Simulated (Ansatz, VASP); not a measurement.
## One calculation of WSe2, two programs

```xyz
6
Lattice="3.1765 0.0000 0.0000 -1.5882 2.7509 0.0000 0.0000 0.0000 13.6276" Properties=species:S:1:pos:R:3 pbc="T T T"
W     0.0000    1.8339    3.4069
W     1.5882    0.9170   10.2207
Se    0.0000    1.8339    8.4258
Se    1.5882    0.9170    1.6120
Se    0.0000    1.8339   12.0156
Se    1.5882    0.9170    5.2018
```

Alike in both runs: task single point; functional PBE; dispersion D3(BJ); k mesh 12 × 12 × 4; occupations gaussian, width 0.05 eV; no spin polarisation.

```csv
,VASP,Ansatz
version,VASP 6.6.1,Ansatz 0.2.0
potentials or method,"VASP PAW PBE potentials, release 64 (W_sv, Se), cutoff 520 eV","scalar-relativistic, plane waves, PAW"
valence electrons in the cell,52,92
```

VASP gave:

```
gap on the k mesh at the Fermi level (eV)                     : 0.74
least direct gap on the mesh (eV)                             : 1.38
pressure (GPa)                                                : -1.0
traceless stress, the component that is largest in VASP (GPa) : -10.57
rms of the force components (eV/Å)                            : 0.475
```

**Question.** What did Ansatz give for the same quantities?

**Answer.** gap on the k mesh at the Fermi level (eV): 0.74; least direct gap on the mesh (eV): 1.38; pressure (GPa): -1.3; traceless stress, the component that is largest in VASP (GPa): -10.66; rms of the force components (eV/Å): 0.495.

Atom by atom the forces differ by 0.020 eV/Å (rms over components). VASP's potentials hold 52 valence electrons a cell and Ansatz's 92, so a difference there can come from the potentials and not from the codes.

Spin-orbit coupling is off throughout.
